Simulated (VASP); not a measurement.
# TiO2 in VASP: a series of runs

Aim: see how the results for TiO2 move with the level of theory and the settings. Levels: PBE, r2SCAN. Tasks: single point.

Everything below comes from runs of VASP 6.6.1. Logs are shortened: lines on timing, memory, paths and dates and some standing lists are left out, and cuts for length are marked.

**1. The cell of the first run**

The structure is trigonal, space group R-3m (No. 166). Conventional cell: a = 3.390 Å, b = 3.390 Å, c = 8.261 Å, α = 90.00°, β = 90.00°, γ = 120.00°. Ti (site symmetry -3m) has 8 O at 2.07 Å within 2.7 Å. Within 2.7 Å of O (site symmetry 3m) lie 4 Ti at 2.07 Å and 6 O at 2.39 Å.

**2. Single point, PBE (strain along [111] -0.5%)**

The input, INCAR:

```
SYSTEM = TiO2
PREC = Accurate
ENCUT = 520
EDIFF = 1E-6
ISMEAR = -1
SIGMA = 0.02
LREAL = .False.
LASPH = .True.
NELM = 80
ALGO = Normal
ISIF = 2
LWAVE = .False.
LCHARG = .False.
GGA = PE
NBANDS = 19
```

The input, KPOINTS:

```
regular mesh
0
Gamma
  10 10 10
  0 0 0
```

The input, POSCAR:

```
TiO2
1.0
   -0.0079894242      2.3888378284      2.3888378284
    2.3888378284     -0.0079894242      2.3888378284
    2.3888378284      2.3888378284     -0.0079894242
Ti O
1 2
Direct
    0.0000000000      0.0000000000      0.0000000000
    0.2501981810      0.2501981810      0.2501981810
    0.7498018190      0.7498018190      0.7498018190
```

Potentials or basis: VASP PAW PBE potentials, release 64 (Ti_sv, O).

The run is started by

```
> cat potpaw_PBE.64/Ti_sv/POTCAR potpaw_PBE.64/O/POTCAR > POTCAR
> mpirun -np 1 vasp_std > vasp.out
```

OUTCAR:

```text
SYSTEM = TiO2
   PREC = Accurate
   ENCUT = 520
   EDIFF = 1E-6
   ISMEAR = -1
   LREAL = .False.
   LASPH = .True.
   NELM = 80
   ISIF = 2
   GGA = PE

 ion  position               nearest neighbor table
   1  0.000  0.000  0.000-   2 2.07   3 2.07   3 2.07   3 2.07   3 2.07   2 2.07   2 2.07   2 2.07

   2  0.250  0.250  0.250-   1 2.07   1 2.07   1 2.07   1 2.07
   3  0.750  0.750  0.750-   1 2.07   1 2.07   1 2.07   1 2.07

  LATTYP: Found a trigonal (rhomboedric) cell.
 ALAT       =     3.3783363023
 COS(alpha) =     0.4966527407

  Lattice vectors:

 A1 = (  -0.0079894242,   2.3888378284,   2.3888378284)
 A2 = (   2.3888378284,  -0.0079894242,   2.3888378284)
 A3 = (   2.3888378284,   2.3888378284,  -0.0079894242)

Analysis of symmetry for initial positions (statically):
=====================================================================
 Subroutine PRICEL returns:
 Original cell was already a primitive cell.

 Routine SETGRP: Setting up the symmetry group for a
 trigonal (rhombohedral) supercell.

 Subroutine GETGRP returns: Found 12 space group operations
 (whereof 12 operations were pure point group operations)
 out of a pool of 12 trial point group operations.

The static configuration has the point symmetry D_3d.

Analysis of symmetry for dynamics (positions and initial velocities):
=====================================================================
 Subroutine PRICEL returns:
 Original cell was already a primitive cell.

 Routine SETGRP: Setting up the symmetry group for a
 trigonal (rhombohedral) supercell.

 Subroutine GETGRP returns: Found 12 space group operations
 (whereof 12 operations were pure point group operations)
 out of a pool of 12 trial point group operations.

The dynamic configuration has the point symmetry D_3d.

 Subroutine INISYM returns: Found 12 space group operations
 (whereof 12 operations are pure point group operations),
 and found     1 'primitive' translations

----------------------------------------------------------------------------------------

                                     Primitive cell

  volume of cell :      27.4008

  direct lattice vectors                    reciprocal lattice vectors
    -0.007989424  2.388837828  2.388837828    -0.208259681  0.208958539  0.208958539
     2.388837828 -0.007989424  2.388837828     0.208958539 -0.208259681  0.208958539
     2.388837828  2.388837828 -0.007989424     0.208958539  0.208958539 -0.208259681

[... 78 lines left out ...]
   ICHARG =      2    charge: 1-file 2-atom 10-const
   ISPIN  =      1    spin polarized calculation?
   LNONCOLLINEAR =      F non collinear calculations
   LSORBIT =      F    spin-orbit coupling
   LASPH  =      T    aspherical Exc in radial PAW
   ENCUT  =  520.0 eV  38.22 Ry    6.18 a.u.   6.28  6.28  6.28*2*pi/ulx,y,z
   NELM   =     80;   NELMIN=  2; NELMDL= -5     # of ELM steps
   EDIFF  = 0.1E-05   stopping-criterion for ELM
   LREAL  =      F    real-space projection
   EDIFFG = 0.1E-04   stopping-criterion for IOM
   NSW    =      0    number of steps for IOM
   IBRION =     -1    ionic relax: 0-MD 1-quasi-New 2-CG
   NFREE  =      0    steps in history (QN), initial steepest desc. (CG)
   ISIF   =      2    stress and relaxation
   ISYM   =      2    0-nonsym 1-usesym 2-fastsym
   POTIM  = 0.5000    time-step for ionic-motion
   TEBEG  =    0.0;   TEEND  =   0.0 temperature during run
   PSTRESS=    0.0 pullay stress
   NELECT =      24.0000    total number of electrons
   NUPDOWN=      -1.0000    fix difference up-down
   EMIN   =  10.00;   EMAX   =-10.00  energy-range for DOS
   EFERMI =   0.00;   METHOD = LEGACY
   ISMEAR =    -1;   SIGMA  =   0.02  broadening in eV -4-tet -1-fermi 0-gaus
   EFERMI_NEDOS =   21; number of points for ismear=-14 and -15
   IALGO  =     38    algorithm
   IMIX   =      4    mixing-type and parameters
     AMIX     =   0.40;   BMIX     =  1.00
     AMIX_MAG =   1.60;   BMIX_MAG =  1.00
  volume/ion in A,a.u.               =       9.13        61.64
  Fermi-wavevector in a.u.,A,eV,Ry     =   1.566357  2.959986 33.381554  2.453475
  Thomas-Fermi vector in A             =   2.668697
   LORBIT       =      0    0 simple, 1 ext, 2 COOP (PROOUT), +10 PAW based schemes
   GGA     = PE    functional components
   LHFCALC =     F    Hartree Fock is set to
   AEXX    =    0.0000 exact exchange contribution
   IVDW    =     0    specifies the selected vdW correction
   LEPSILON=     F    determine dielectric tensor
   LRPA    =     F    only Hartree local field effects (RPA)
 non-spin polarized calculation
  energy-cutoff  :      520.00
  volume of cell :       27.40
 maximum number of plane-waves:       754
 NGX is ok and might be reduce to    28
   NGX = 13   NGY = 13   NGZ = 13

 number of electron      23.9999996 magnetization

 Free energy of the ion-electron system (eV)
  ---------------------------------------------------
  ext. energy  EPLUGINS =         0.00000000
  ---------------------------------------------------
  free energy    TOTEN  =       -26.01039592 eV

  energy without entropy =      -26.01039592  energy(sigma->0) =      -26.01039592

 E-fermi :   7.9726     XC(G=0): -12.2715

 val. band max:        7.4615127585   @ k =   0.5000   0.5000   0.0000
 cond. band min:       8.5926145734   @ k =   0.0000   0.0000   0.0000
 fundamental gap:      1.1311018150
 Fermi energy:         7.9725884030

 k-point     1 :       0.0000    0.0000    0.0000
  band No.  band energies     occupation
      1     -50.2869      2.00000
      2     -26.3741      2.00000
      3     -26.3733      2.00000
      4     -26.3733      2.00000
      5     -12.2991      2.00000
      6      -8.4349      2.00000
[... 505 lines left out ...]
      6      -9.7728      2.00000
[... 11 lines left out ...]
     18      18.0746      0.00000
     19      21.7793      0.00000

 [... further k-points ...]
[... 5 lines left out ...]
  --------------------------------------------------------------------------------------
  -------------------------------------------------------------------------------------
  Total        1.3963247      1.3963247      1.3963247      0.0208593      0.0208593      0.0208593
  in kB       81.6457742     81.6457742     81.6457742      1.2196855      1.2196855      1.2196855
  external PRESSURE =      81.6457742 kB  Pullay stress =       0.0000000 kB

 VOLUME and BASIS-vectors are now :
 -----------------------------------------------------------------------------
  energy-cutoff  :      520.00
  volume of cell :       27.40
      direct lattice vectors                 reciprocal lattice vectors
    -0.007989424  2.388837828  2.388837828    -0.208259681  0.208958539  0.208958539
     2.388837828 -0.007989424  2.388837828     0.208958539 -0.208259681  0.208958539
     2.388837828  2.388837828 -0.007989424     0.208958539  0.208958539 -0.208259681

 POSITION                                       TOTAL-FORCE (eV/Angst)
 -----------------------------------------------------------------------------------
      0.00000      0.00000      0.00000         0.000000     -0.000000      0.000000
      1.19337      1.19337      1.19337         0.002867      0.002867      0.002867
      3.57632      3.57632      3.57632        -0.002867     -0.002867     -0.002867
 -----------------------------------------------------------------------------------
    total drift:                               -0.000000     -0.000000     -0.000000

  FREE ENERGIE OF THE ION-ELECTRON SYSTEM (eV)
  ---------------------------------------------------
  free  energy   TOTEN  =       -26.0103959151 eV

  energy  without entropy=      -26.0103959151  energy(sigma->0) =      -26.01039592
```

stdout:

```text
POSCAR found type information on POSCAR TiO
 POSCAR found :  2 types and       3 ions
 scaLAPACK will be used
 LDA part: xc-table for (Slater+PW92), standard interpolation
 POSCAR, INCAR and KPOINTS ok, starting setup
 FFT: planning ... GRIDC
 FFT: planning ... GRID_SOFT
 FFT: planning ... GRID
 WAVECAR not read
 entering main loop
```

It took 2.2 min on 1 thread of Intel Xeon 8259CL, shared host; peak memory 0.2 GiB.

Results:

```
Free energy            : -26.0104 eV
Pressure               : 8.2 GPa
Largest force          : 0.005 eV/Å
Band gap on the k mesh : 1.13 eV (least direct gap 1.85 eV)
```

Forces in eV/Å, atoms in the order of the input:
```
Ti   0.000  0.000  0.000
O    0.003  0.003  0.003
O   -0.003 -0.003 -0.003
```

Caveat: the cell differs from its parent crystal (strain along [111] -0.5%); the cell stands under pressure. A k mesh can miss the band edges.

**3. Single point, r2SCAN (epitaxial xy strain -2.0%)**

The input, POSCAR:

```
TiO2
1.0
    0.0000000000      2.3488907075      2.4100370780
    2.3488907075      0.0000000000      2.4100370780
    2.3488907075      2.3488907075      0.0000000000
Ti O
1 2
Direct
    0.0000000000      0.0000000000      0.0000000000
    0.2500000000      0.2500000000      0.2500000000
    0.7500000000      0.7500000000      0.7500000000
```

The input, INCAR.step1:

```
SYSTEM = TiO2
PREC = Accurate ; ENCUT = 520
ISMEAR = 0 ; SIGMA = 0.01
LREAL = .False. ; LASPH = .True.
NELM = 60 ; NBANDS = 19
GGA = PE ; ALGO = Normal
EDIFF = 1E-4 ; LWAVE = .True.
LCHARG = .False.
```

The input, INCAR.step2:

```
SYSTEM = TiO2
PREC = Accurate ; ENCUT = 520
EDIFF = 1E-6 ; ISMEAR = 0
SIGMA = 0.01 ; LREAL = .False.
LASPH = .True. ; NELM = 60
ALGO = Normal ; ISIF = 2
LWAVE = .False. ; LCHARG = .False.
METAGGA = R2SCAN ; LMIXTAU = .True.
NBANDS = 19 ; ISTART = 1
```

KPOINTS is that of step 2.

Potentials or basis: VASP PAW PBE potentials, release 64 (Ti_sv, O).

The run is started by

```
> cat potpaw_PBE.64/Ti_sv/POTCAR potpaw_PBE.64/O/POTCAR > POTCAR
> cp INCAR.step1 INCAR
> mpirun -np 1 vasp_std > vasp.out
> cp INCAR.step2 INCAR
> mpirun -np 1 vasp_std > vasp.out
```

OUTCAR:

```text
SYSTEM = TiO2
   PREC = Accurate
   ENCUT = 520
   EDIFF = 1E-6
   ISMEAR = 0
   LREAL = .False.
   LASPH = .True.
   NELM = 60
   ISIF = 2
   METAGGA = R2SCAN
   ISTART = 1

 ion  position               nearest neighbor table
   1  0.000  0.000  0.000-   3 2.05   3 2.05   3 2.05   2 2.05   3 2.05   2 2.05   2 2.05   2 2.05

   2  0.250  0.250  0.250-   1 2.05   1 2.05   1 2.05   1 2.05
   3  0.750  0.750  0.750-   1 2.05   1 2.05   1 2.05   1 2.05

  LATTYP: Found a body centered tetragonal cell.
 ALAT       =     3.3218330951
 C/A-ratio  =     1.4510283985

[... 703 lines left out ...]
      6     -10.7152      2.00000
[... 11 lines left out ...]
     18      19.0460      0.00000
     19      23.2571      0.00000

 [... further k-points ...]
[... 5 lines left out ...]
  --------------------------------------------------------------------------------------
  -------------------------------------------------------------------------------------
  Total        2.8962269      2.8962269      0.2924944      0.0000000     -0.0000000     -0.0000000
  in kB      174.4872996    174.4872996     17.6217407      0.0000000     -0.0000000     -0.0000000
  external PRESSURE =     122.1987800 kB  Pullay stress =       0.0000000 kB

 VOLUME and BASIS-vectors are now :
 -----------------------------------------------------------------------------
  energy-cutoff  :      520.00
  volume of cell :       26.59
      direct lattice vectors                 reciprocal lattice vectors
     0.000000000  2.348890707  2.410037078    -0.212866439  0.212866439  0.207465688
     2.348890707  0.000000000  2.410037078     0.212866439 -0.212866439  0.207465688
     2.348890707  2.348890707  0.000000000     0.212866439  0.212866439 -0.207465688

 POSITION                                       TOTAL-FORCE (eV/Angst)
 -----------------------------------------------------------------------------------
      0.00000      0.00000      0.00000        -0.000000      0.000000      0.000000
      1.17445      1.17445      1.20502         0.000000     -0.000000     -0.000000
      3.52334      3.52334      3.61506        -0.000000     -0.000000      0.000000
 -----------------------------------------------------------------------------------
    total drift:                                0.000000     -0.000000      0.000000

  FREE ENERGIE OF THE ION-ELECTRON SYSTEM (eV)
  ---------------------------------------------------
  free  energy   TOTEN  =       -34.0370916221 eV

  energy  without entropy=      -34.0370916221  energy(sigma->0) =      -34.03709162
```

OUTCAR.step1:

```text
SYSTEM = TiO2
   PREC = Accurate
   ENCUT = 520
   ISMEAR = 0
   LREAL = .False.
   LASPH = .True.
   NELM = 60
[... 754 lines left out ...]
      0.00000      0.00000      0.00000        -0.000000      0.000000      0.000000
      1.17445      1.17445      1.20502         0.000000      0.000000      0.000000
      3.52334      3.52334      3.61506        -0.000000     -0.000000     -0.000000
 -----------------------------------------------------------------------------------
    total drift:                                0.000000     -0.000000      0.000000

  FREE ENERGIE OF THE ION-ELECTRON SYSTEM (eV)
  ---------------------------------------------------
  free  energy   TOTEN  =       -25.9252994165 eV

  energy  without entropy=      -25.9252994165  energy(sigma->0) =      -25.92529942
```

Run time: 6.1 min. Hardware: 1 thread of Intel Xeon 8259CL, shared host; peak memory 0.2 GiB.

Results:

```
Free energy            : -34.0371 eV
Pressure               : 12.2 GPa
Band gap on the k mesh : 1.40 eV (least direct gap 2.11 eV)
```

Stress tensor (GPa, compression positive):
```
17.45  0.00  0.00
 0.00 17.45  0.00
 0.00  0.00  1.76
```

Caveat: the cell differs from its parent crystal (epitaxial xy strain -2.0%); the cell stands under pressure; the PAW data sets were made with another functional, which shifts forces and pressure a little.

**4. Single point, r2SCAN (uniaxial x strain -2.5%)**

The input, POSCAR:

```
TiO2
1.0
    0.0000000000      2.3968272525      2.3968272525
    2.3369065712      0.0000000000      2.3968272525
    2.3369065712      2.3968272525      0.0000000000
Ti O
1 2
Direct
    0.0000000000      0.0000000000      0.0000000000
    0.2500000000      0.2500000000      0.2500000000
    0.7500000000      0.7500000000      0.7500000000
```

The input, INCAR.step1:

```
PREC = Accurate ; ENCUT = 520
ISMEAR = 0 ; SIGMA = 0.01
LREAL = F ; LASPH = T
NELM = 100 ; NBANDS = 19
GGA = PE ; ALGO = Normal
EDIFF = 1E-4 ; LWAVE = T
LCHARG = F
```

The input, INCAR.step2:

```
PREC = Accurate ; ENCUT = 520
EDIFF = 1E-6 ; ISMEAR = 0
SIGMA = 0.01 ; LREAL = F
LASPH = T ; NELM = 100
ALGO = Normal ; ISIF = 2
LWAVE = F ; LCHARG = F
METAGGA = R2SCAN ; LMIXTAU = T
NBANDS = 19 ; ISTART = 1
```

The input, KPOINTS:

```
regular mesh
0
Gamma
  10 10 10
```

The run is started by

```
> cat potpaw_PBE.64/Ti_sv/POTCAR potpaw_PBE.64/O/POTCAR > POTCAR
> cp INCAR.step1 INCAR
> mpirun -np 1 vasp_std > vasp.out
> cp INCAR.step2 INCAR
> mpirun -np 1 vasp_std > vasp.out
```

Wall time 6.2 min (1 thread of Intel Xeon 8259CL, shared host); peak memory 0.2 GiB.

It converged, with:

| Quantity | Value |
| --- | --- |
| Free energy | -34.0553 eV |
| Pressure | 9.2 GPa |
| Band gap on the k mesh | 1.29 eV (least direct gap 2.11 eV) |

Stress tensor (GPa, compression positive):
```
19.33  0.00  0.00
 0.00  4.08  0.00
 0.00  0.00  4.08
```

Levels at points of the mesh, in eV from the valence-band top:
```tsv
k point	band 9	band 10	band 11	band 12	band 13	band 14	band 15	band 16
(0.00, 0.00, 0.00)	-6.56	-1.29	-1.29	-0.86	1.29	1.42	5.63	5.73
(0.50, 0.00, 0.00)	-3.79	-3.62	-2.93	-2.86	1.66	1.72	3.08	5.28
(0.50, 0.50, 0.00)	-4.98	-2.62	-2.14	-0.31	1.97	2.20	3.07	4.33
(0.00, 0.50, 0.50)	-5.13	-2.49	-2.49	0.00	2.11	2.13	3.23	4.46
```

Caveat: the cell differs from its parent crystal (uniaxial x strain -2.5%); the cell stands under pressure; the PAW data sets were made with another functional, which shifts forces and pressure a little. A k mesh can miss the band edges.

(Part 1 of 2 ends here.)
